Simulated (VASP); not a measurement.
# MgSe (Fm-3m) in VASP: a series of runs

MgSe is run at these levels: PBE, PBEsol, r2SCAN; tasks: dielectric tensor, vibrations by perturbation theory.

All numbers are computed with VASP 6.6.1; they aren't measurements. Logs are shortened: lines on timing, memory, paths and dates and some standing lists are left out, and cuts for length are marked.

**1. The cell of the first run**

It takes space group Fm-3m (No. 225, cubic). The conventional cell has a = 5.473 Å, b = 5.473 Å, c = 5.473 Å, α = 90.00°, β = 90.00°, γ = 90.00°. Within 3.6 Å of Mg (site symmetry m-3m) lie 6 Se at 2.74 Å. Within 3.6 Å of Se (site symmetry m-3m) lie 6 Mg at 2.74 Å.

**2. Dielectric tensor, PBE**

INCAR reads:

```
SYSTEM = MgSe
PREC = Accurate
ENCUT = 520
EDIFF = 1E-8
ISMEAR = 0
SIGMA = 0.01
LREAL = .FALSE.
LASPH = .TRUE.
NELM = 120
ALGO = Normal
ISIF = 2
LWAVE = .FALSE.
LCHARG = .FALSE.
GGA = PE
LEPSILON = .TRUE.
GGA_COMPAT = .FALSE.
```

KPOINTS reads:

```
regular mesh
0
G
  6 6 6
  0 0 0
```

POSCAR reads:

```
MgSe
1.0
    0.0000000000      2.7362756101      2.7362756101
    2.7362756101      0.0000000000      2.7362756101
    2.7362756101      2.7362756101      0.0000000000
Mg Se
1 1
Direct
    0.0000000000      0.0000000000      0.0000000000
    0.5000000000      0.5000000000      0.5000000000
```

Potentials or basis: VASP PAW PBE potentials, release 64 (Mg, Se).

On the command line:

```bash
cat potpaw_PBE.64/Mg/POTCAR potpaw_PBE.64/Se/POTCAR > POTCAR
mpirun -np 1 vasp_std > vasp.out
```

OUTCAR:

```text
SYSTEM = MgSe
   PREC = Accurate
   ENCUT = 520
   EDIFF = 1E-8
   ISMEAR = 0
   LREAL = .FALSE.
   LASPH = .TRUE.
   NELM = 120
   ISIF = 2
   GGA = PE
   LEPSILON = .TRUE.

 ion  position               nearest neighbor table
   1  0.000  0.000  0.000-   2 2.74   2 2.74   2 2.74   2 2.74   2 2.74   2 2.74
   2  0.500  0.500  0.500-   1 2.74   1 2.74   1 2.74   1 2.74   1 2.74   1 2.74

  LATTYP: Found a face centered cubic cell.
 ALAT       =     5.4725512202

  Lattice vectors:

 A1 = (   0.0000000000,   2.7362756101,   2.7362756101)
 A2 = (   2.7362756101,   0.0000000000,   2.7362756101)
 A3 = (   2.7362756101,   2.7362756101,   0.0000000000)

Analysis of symmetry for initial positions (statically):
=====================================================================
 Subroutine PRICEL returns:
 Original cell was already a primitive cell.

 Routine SETGRP: Setting up the symmetry group for a
 face centered cubic supercell.

 Subroutine GETGRP returns: Found 48 space group operations
 (whereof 48 operations were pure point group operations)
 out of a pool of 48 trial point group operations.

The static configuration has the point symmetry O_h .

Analysis of symmetry for dynamics (positions and initial velocities):
=====================================================================
 Subroutine PRICEL returns:
 Original cell was already a primitive cell.

 Routine SETGRP: Setting up the symmetry group for a
 face centered cubic supercell.

 Subroutine GETGRP returns: Found 48 space group operations
 (whereof 48 operations were pure point group operations)
 out of a pool of 48 trial point group operations.

The dynamic configuration has the point symmetry O_h .

 Subroutine INISYM returns: Found 48 space group operations
 (whereof 48 operations are pure point group operations),
 and found     1 'primitive' translations

----------------------------------------------------------------------------------------

                                     Primitive cell

  volume of cell :      40.9741

  direct lattice vectors                    reciprocal lattice vectors
     0.000000000  2.736275610  2.736275610    -0.182730131  0.182730131  0.182730131
     2.736275610  0.000000000  2.736275610     0.182730131 -0.182730131  0.182730131
     2.736275610  2.736275610  0.000000000     0.182730131  0.182730131 -0.182730131

  length of vectors
     3.869678078  3.869678078  3.869678078     0.316497871  0.316497871  0.316497871

  position of ions in fractional coordinates (direct lattice)
     0.000000000  0.000000000  0.000000000
     0.500000000  0.500000000  0.500000000

  ion indices of the primitive-cell ions
   primitive index   ion index
                 1           1
                 2           2

----------------------------------------------------------------------------------------

 KPOINTS: regular mesh

Automatic generation of k-mesh.
 Grid dimensions read from file:
 generate k-points for:    6    6    6

 Generating k-lattice:

  Cartesian coordinates                     Fractional coordinates (reciprocal lattice)
    -0.030455022  0.030455022  0.030455022     0.166666667  0.000000000  0.000000000
     0.030455022 -0.030455022  0.030455022     0.000000000  0.166666667  0.000000000
     0.030455022  0.030455022 -0.030455022     0.000000000  0.000000000  0.166666667

  Length of vectors
     0.052749645  0.052749645  0.052749645

  Shift w.r.t. Gamma in fractional coordinates (k-lattice)
     0.000000000  0.000000000  0.000000000

 Subroutine IBZKPT returns following result:
 ===========================================

 Found     16 irreducible k-points:

 Following reciprocal coordinates:
            Coordinates               Weight
  0.000000  0.000000  0.000000      1.000000
  0.166667  0.000000  0.000000      8.000000
  0.333333  0.000000  0.000000      8.000000
  0.500000  0.000000  0.000000      4.000000
  0.166667  0.166667  0.000000      6.000000
  0.333333  0.166667  0.000000     24.000000
[... 8 lines left out ...]
 -0.333333  0.333333  0.166667     24.000000
 -0.333333  0.500000  0.166667     12.000000
   k-points           NKPTS =     16   k-points in BZ     NKDIM =     16   number of bands    NBANDS=      8
   number of dos      NEDOS =    301   number of ions     NIONS =      2
   total plane-waves  NPLWV =  27000
   dimension x,y,z NGX =    30 NGY =   30 NGZ =   30
   dimension x,y,z NGXF=    60 NGYF=   60 NGZF=   60
   ions per type =               1   1
   NGX,Y,Z   is equivalent  to a cutoff of  12.89, 12.89, 12.89 a.u.
   NGXF,Y,Z  is equivalent  to a cutoff of  25.78, 25.78, 25.78 a.u.
 SYSTEM =  MgSe
   PREC   = accura    normal or accurate (medium, high low for compatibility)
   ISTART =      0    job   : 0-new  1-cont  2-samecut
   ICHARG =      2    charge: 1-file 2-atom 10-const
   ISPIN  =      1    spin polarized calculation?
   LNONCOLLINEAR =      F non collinear calculations
   LSORBIT =      F    spin-orbit coupling
   LASPH  =      T    aspherical Exc in radial PAW
   ENCUT  =  520.0 eV  38.22 Ry    6.18 a.u.   7.20  7.20  7.20*2*pi/ulx,y,z
   NELM   =    120;   NELMIN=  2; NELMDL= -5     # of ELM steps
   EDIFF  = 0.1E-07   stopping-criterion for ELM
   LREAL  =      F    real-space projection
   EDIFFG = 0.1E-06   stopping-criterion for IOM
   NSW    =      0    number of steps for IOM
   IBRION =     -1    ionic relax: 0-MD 1-quasi-New 2-CG
   NFREE  =      0    steps in history (QN), initial steepest desc. (CG)
   ISIF   =      2    stress and relaxation
   ISYM   =      2    0-nonsym 1-usesym 2-fastsym
   POTIM  = 0.5000    time-step for ionic-motion
   TEBEG  =    0.0;   TEEND  =   0.0 temperature during run
   PSTRESS=    0.0 pullay stress
   NELECT =       8.0000    total number of electrons
   NUPDOWN=      -1.0000    fix difference up-down
   EMIN   =  10.00;   EMAX   =-10.00  energy-range for DOS
   EFERMI =   0.00;   METHOD = LEGACY
   ISMEAR =     0;   SIGMA  =   0.01  broadening in eV -4-tet -1-fermi 0-gaus
   EFERMI_NEDOS =   21; number of points for ismear=-14 and -15
   IALGO  =     38    algorithm
   IMIX   =      4    mixing-type and parameters
     AMIX     =   0.40;   BMIX     =  1.00
     AMIX_MAG =   1.60;   BMIX_MAG =  1.00
  volume/ion in A,a.u.               =      20.49       138.25
  Fermi-wavevector in a.u.,A,eV,Ry     =   0.949733  1.794736 12.272364  0.901993
  Thomas-Fermi vector in A             =   2.078044
   LORBIT       =      0    0 simple, 1 ext, 2 COOP (PROOUT), +10 PAW based schemes
   GGA     = PE    functional components
   LHFCALC =     F    Hartree Fock is set to
   AEXX    =    0.0000 exact exchange contribution
   IVDW    =     0    specifies the selected vdW correction
   LEPSILON=     T    determine dielectric tensor
   LRPA    =     F    only Hartree local field effects (RPA)
 non-spin polarized calculation
 Gauss-broadening in eV      SIGMA  =   0.01
  energy-cutoff  :      520.00
  volume of cell :       40.97
 maximum number of plane-waves:      1113
 NGX is ok and might be reduce to    30
   NGX = 15   NGY = 15   NGZ = 15

--------------------------------------- Ionic step        1  -------------------------------------------

 number of electron       8.0000000 magnetization

 E-fermi :   3.2098     XC(G=0):  -9.4407

 val. band max:        3.1323540526   @ k =   0.0000   0.0000   0.0000
 cond. band min:       4.9109952599   @ k =   0.5000   0.5000   0.0000
 fundamental gap:      1.7786412073
 Fermi energy:         3.2097539979

 k-point     1 :       0.0000    0.0000    0.0000
  band No.  band energies     occupation
      1      -9.7462      2.00000
      2       3.1324      2.00000
      3       3.1324      2.00000
      4       3.1324      2.00000
      5       5.6488      0.00000
      6      10.5457      0.00000
      7      10.5457      0.00000
      8      10.5457      0.00000
[... 155 lines left out ...]
 k-point    16 :      -0.3333    0.5000    0.1667
  band No.  band energies     occupation
      1      -8.3128      2.00000
      2      -0.6429      2.00000
      3       0.4945      2.00000
      4       0.7669      2.00000
      5       6.6796      0.00000
      6       8.9405      0.00000
      7      11.2715      0.00000
      8      12.5701      0.00000

  FORCE on cell =-STRESS in cart. coord.  units (eV):
  Direction    XX          YY          ZZ          XY          YZ          ZX
  --------------------------------------------------------------------------------------
  -------------------------------------------------------------------------------------
  Total        0.2913512      0.2913512      0.2913512      0.0000000      0.0000000      0.0000000
  in kB       11.3924686     11.3924686     11.3924686      0.0000000      0.0000000      0.0000000
  external PRESSURE =      11.3924686 kB  Pullay stress =       0.0000000 kB

 VOLUME and BASIS-vectors are now :
 -----------------------------------------------------------------------------
  energy-cutoff  :      520.00
  volume of cell :       40.97
      direct lattice vectors                 reciprocal lattice vectors
     0.000000000  2.736275610  2.736275610    -0.182730131  0.182730131  0.182730131
     2.736275610  0.000000000  2.736275610     0.182730131 -0.182730131  0.182730131
     2.736275610  2.736275610  0.000000000     0.182730131  0.182730131 -0.182730131

 POSITION                                       TOTAL-FORCE (eV/Angst)
 -----------------------------------------------------------------------------------
      0.00000      0.00000      0.00000         0.000000      0.000000      0.000000
      2.73628      2.73628      2.73628        -0.000000     -0.000000      0.000000
 -----------------------------------------------------------------------------------
    total drift:                               -0.000000     -0.000000      0.000000

  FREE ENERGIE OF THE ION-ELECTRON SYSTEM (eV)
  ---------------------------------------------------
  free  energy   TOTEN  =        -7.4831660559 eV

  energy  without entropy=       -7.4831660559  energy(sigma->0) =       -7.48316606

 HEAD OF MICROSCOPIC STATIC DIELECTRIC TENSOR (INDEPENDENT PARTICLE, excluding Hartree and local field effects)
 ------------------------------------------------------
           7.639583    -0.000000     0.000000
          -0.000000     7.639583     0.000000
          -0.000000    -0.000000     7.639583
 ------------------------------------------------------

 Free energy of the ion-electron system (eV)
  ---------------------------------------------------
  ---------------------------------------------------
  free energy    TOTEN  =        -0.76564151 eV

  energy without entropy =       -0.76564151

------------------------ aborting loop because EDIFF is reached ----------------------------------------

--------------------------------------- Ionic step        2  -------------------------------------------

------------------------ aborting loop because EDIFF is reached ----------------------------------------

--------------------------------------- Ionic step        3  -------------------------------------------

 Free energy of the ion-electron system (eV)
  ---------------------------------------------------
  ---------------------------------------------------
  free energy    TOTEN  =        -0.76564147 eV

  energy without entropy =       -0.76564147

------------------------ aborting loop because EDIFF is reached ----------------------------------------

 PIEZOELECTRIC TENSOR FIELD DIRECTION 3  (e Angst)
 -----------------------------------------------------------------------------
     0.00104  0.00000 -0.00000           (  0.00001  0.00000 -0.00000)
     0.00000  0.00104 -0.00000           (  0.00000  0.00001  0.00000)
    -0.00000  0.00000 -0.00319           ( -0.00000  0.00000  0.00001)

 PIEZOELECTRIC TENSOR FIELD DIRECTION 3  (C/m^2)
 -----------------------------------------------------------------------------
     0.00040  0.00000 -0.00000
     0.00000  0.00040 -0.00000
    -0.00000  0.00000 -0.00125

 MACROSCOPIC STATIC DIELECTRIC TENSOR (including local field effects in DFT)
 ------------------------------------------------------
           7.085362    -0.000000     0.000000
          -0.000000     7.085362     0.000000
           0.000000     0.000000     7.085362
 ------------------------------------------------------

 PIEZOELECTRIC TENSOR (including local field effects)  for field in x, y, z        (e  Angst)
          XX          YY          ZZ          XY          YZ          ZX
  --------------------------------------------------------------------------------
  x     0.00000     0.00000     0.00000     0.00000     0.00000     0.00000
  y     0.00000     0.00000     0.00000     0.00000     0.00000     0.00000
  z     0.00000     0.00000     0.00000     0.00000     0.00000     0.00000

 PIEZOELECTRIC TENSOR (including local field effects)  for field in x, y, z        (C/m^2)
          XX          YY          ZZ          XY          YZ          ZX
  --------------------------------------------------------------------------------
  x     0.00000     0.00000     0.00000     0.00000     0.00000     0.00000
  y     0.00000     0.00000     0.00000     0.00000     0.00000     0.00000
  z     0.00000     0.00000     0.00000     0.00000     0.00000     0.00000

 BORN EFFECTIVE CHARGES (including local field effects) (in |e|, cummulative output)
 ---------------------------------------------------------------------------------
 ion    1
    1     2.51886    -0.00000    -0.00000
    2    -0.00000     2.51886     0.00000
    3     0.00000     0.00000     2.51886
 ion    2
    1    -2.51886     0.00000     0.00000
    2     0.00000    -2.51886    -0.00000
    3    -0.00000    -0.00000    -2.51886
```

Run time: 2.1 min. Hardware: 1 thread of AMD EPYC 7R43 (Zen 3), shared host; peak memory 0.15 GiB.

Results:

- Band gap on the k mesh: 1.78 eV (least direct gap 2.52 eV)
- Electronic dielectric tensor (diagonal): 7.09
- Born charges (mean of the diagonal): Mg +2.52; Se -2.52 e

Electronic dielectric tensor:
```
7.09 0.00 0.00
0.00 7.09 0.00
0.00 0.00 7.09
```

Born effective charge tensors (e):
atom 1, Mg
```
2.52 0.00 0.00
0.00 2.52 0.00
0.00 0.00 2.52
```
atom 2, Se
```
-2.52  0.00  0.00
 0.00 -2.52  0.00
 0.00  0.00 -2.52
```

A k mesh can miss the band edges. Expect the measured gap to be larger: semilocal functionals such as PBE lack the derivative discontinuity.

**3. Vibrations by perturbation theory, PBEsol**

This run uses another cell than the first one, of 20.24 Å³/atom.

INCAR reads:

```
SYSTEM = MgSe
ALGO = Normal ; EDIFF = 1E-8
ENCUT = 600 ; GGA = PS
GGA_COMPAT = .FALSE. ; IBRION = 8
ISIF = 2 ; ISMEAR = 0
LASPH = .TRUE. ; LCHARG = .TRUE.
LEPSILON = .TRUE. ; LREAL = .FALSE.
LWAVE = .FALSE. ; NELM = 120
NSW = 1 ; PREC = Accurate
SIGMA = 0.01
```

KPOINTS reads:

```
k-points
0
G
  6 6 6
  0 0 0
```

POSCAR reads:

```
MgSe
1.0
    0.0000000000      2.7252966157      2.7252966157
    2.7252966157      0.0000000000      2.7252966157
    2.7252966157      2.7252966157      0.0000000000
Mg Se
1 1
Direct
    0.0000000000      0.0000000000      0.0000000000
    0.5000000000      0.5000000000      0.5000000000
```

Potentials or basis: VASP PAW PBE potentials, release 64 (Mg, Se).

On the command line:

```bash
cat potpaw_PBE.64/Mg/POTCAR potpaw_PBE.64/Se/POTCAR > POTCAR
mpirun -np 1 vasp_std > vasp.out
```

OUTCAR:

```text
SYSTEM = MgSe
   EDIFF = 1E-8
   ENCUT = 600
   GGA = PS
   IBRION = 8
   ISIF = 2
   ISMEAR = 0
   LASPH = .TRUE.
   LEPSILON = .TRUE.
   LREAL = .FALSE.
   NELM = 120
   NSW = 1
   PREC = Accurate

 ion  position               nearest neighbor table
   1  0.000  0.000  0.000-   2 2.73   2 2.73   2 2.73   2 2.73   2 2.73   2 2.73
   2  0.500  0.500  0.500-   1 2.73   1 2.73   1 2.73   1 2.73   1 2.73   1 2.73
[... 495 lines left out ...]
      0.000000  0.000000  0.000000     0.874463    0.000000    0.000000
      2.725297  2.725297  2.725297    -0.485093    0.000000    0.000000
[... 21 lines left out ...]
   6 f/i=    0.000337 THz     0.002115 2PiTHz    0.011230 cm-1     0.001392 meV
             X         Y         Z           dx          dy          dz
      0.000000  0.000000  0.000000     0.030447    0.483836   -0.017065
      2.725297  2.725297  2.725297     0.054886    0.872196   -0.030762

--------------------------------------------------------------------------------------------------------

 MACROSCOPIC STATIC DIELECTRIC TENSOR IONIC CONTRIBUTION
 ------------------------------------------------------
          11.415079    -0.000000     0.000000
          -0.000000    11.415079     0.000000
           0.000000     0.000000    11.415079
 ------------------------------------------------------

 ELASTIC MODULI CONTR FROM IONIC RELAXATION (kBar)
 Direction    XX          YY          ZZ          XY          YZ          ZX
 --------------------------------------------------------------------------------
 XX           0.0000      0.0000      0.0000      0.0000      0.0000      0.0000
 YY           0.0000      0.0000      0.0000      0.0000      0.0000      0.0000
 ZZ           0.0000      0.0000      0.0000      0.0000      0.0000      0.0000
 XY           0.0000      0.0000      0.0000      0.0000      0.0000      0.0000
 YZ           0.0000      0.0000      0.0000      0.0000      0.0000      0.0000
 ZX           0.0000      0.0000      0.0000      0.0000      0.0000      0.0000
 --------------------------------------------------------------------------------

 PIEZOELECTRIC TENSOR IONIC CONTR  for field in x, y, z        (C/m^2)
          XX          YY          ZZ          XY          YZ          ZX
  --------------------------------------------------------------------------------
  x     0.00000     0.00000     0.00000     0.00000     0.00000     0.00000
  y     0.00000     0.00000     0.00000     0.00000     0.00000     0.00000
  z     0.00000     0.00000     0.00000     0.00000     0.00000     0.00000
```

stdout:

```text
POSCAR found type information on POSCAR MgSe
 POSCAR found :  2 types and       2 ions
 scaLAPACK will be used
 -----------------------------------------------------------------------------
|                                                                             |
|                                                                             |
|     You enforced a specific xc type in the INCAR file but a different       |
[... 39 lines left out ...]
 force on displaced ion       1 direction 1 :  -2.451   0.000   0.000
 Born effective charge ion    1 direction 1 :   2.422   0.000   0.000
 Linear response progress:
 first order change of Fermi-energy   0.80674E-03
 force on displaced ion       2 direction 1 :  -2.450   0.000   0.000
 Born effective charge ion    2 direction 1 :  -2.581   0.000   0.000
 Born effective charges drift removed
 Linear response finished
```

Run time: 3.2 min. Hardware: 1 thread of AMD EPYC 7R43 (Zen 3), shared host; peak memory 0.18 GiB.

Results:

| Property | Result |
| --- | --- |
| Electronic dielectric tensor (diagonal) | 7.22 |
| Born charges (mean of the diagonal) | Mg +2.50; Se -2.50 e |
| Highest phonon frequency at Γ, LO-TO splitting left out | 189 cm⁻¹ |

Phonon frequencies in cm⁻¹ (negative: imaginary):
```csv
q point,frequencies
"(0.000, 0.000, 0.000)",0 0 0 189 189 189
```

Electronic dielectric tensor:
```
7.22 0.00 0.00
0.00 7.22 0.00
0.00 0.00 7.22
```

Born effective charge tensors (e):
atom 1, Mg
```
2.50 0.00 0.00
0.00 2.50 0.00
0.00 0.00 2.50
```
atom 2, Se
```
-2.50  0.00  0.00
 0.00 -2.50  0.00
 0.00  0.00 -2.50
```

Caveat: the PAW data sets were made with another functional, which shifts forces and pressure a little.

[end of part 1 of 2]
